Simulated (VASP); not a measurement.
Write the native input for VASP 6.6.1 that does the following.

```
Task                   : single point
Functional             : PBE
Potentials or basis    : VASP PAW PBE potentials, release 64 (Ru_pv)
Cutoff                 : 500 eV
k mesh                 : 9 × 9 × 5
Occupations            : methfessel-paxton, width 0.15 eV
Spin                   : no spin polarisation
Dipole correction      : no
Further INCAR settings : ALGO = Normal; EDIFF = 1e-06; NBANDS = 21
```

The structure of Ru lies in POSCAR:

```
Ru
1.0
    2.7058000000      0.0000000000      0.0000000000
   -1.3529000000      2.3432900000      0.0000000000
    0.0000000000      0.0000000000      4.2819000000
Ru
2
Direct
    0.3333333333      0.6666666667      0.2500000000
    0.6666666667      0.3333333333      0.7500000000
```

These files were run (other wordings do the same):

INCAR

```
ALGO = Normal ; EDIFF = 1E-6
ENCUT = 500 ; GGA = PE
GGA_COMPAT = False ; ISIF = 2
ISMEAR = 1 ; LASPH = True
LCHARG = True ; LELF = True
LREAL = False ; LVHAR = True
LWAVE = False ; NBANDS = 21
NELM = 120 ; PREC = Accurate
SIGMA = 0.15
```

KPOINTS

```
k-points
0
Gamma
  9 9 5
```

Potentials or basis: VASP PAW PBE potentials, release 64 (Ru_pv).

The run is started by

```sh
$ cat potpaw_PBE.64/Ru_pv/POTCAR > POTCAR
$ mpirun -np 1 vasp_std > vasp.out
```

Results of the run:

The pressure is 4.2 GPa and the band gap on the k mesh is zero (band 14 reaches 14.29 eV, above the bottom of band 15 at 11.25 eV).

Wall time 12 s on 1 thread of Intel(R) Xeon(R) Platinum 8375C CPU @ 2.90GHz (Ice Lake), with other jobs on the host, peak memory 0.14 GiB.
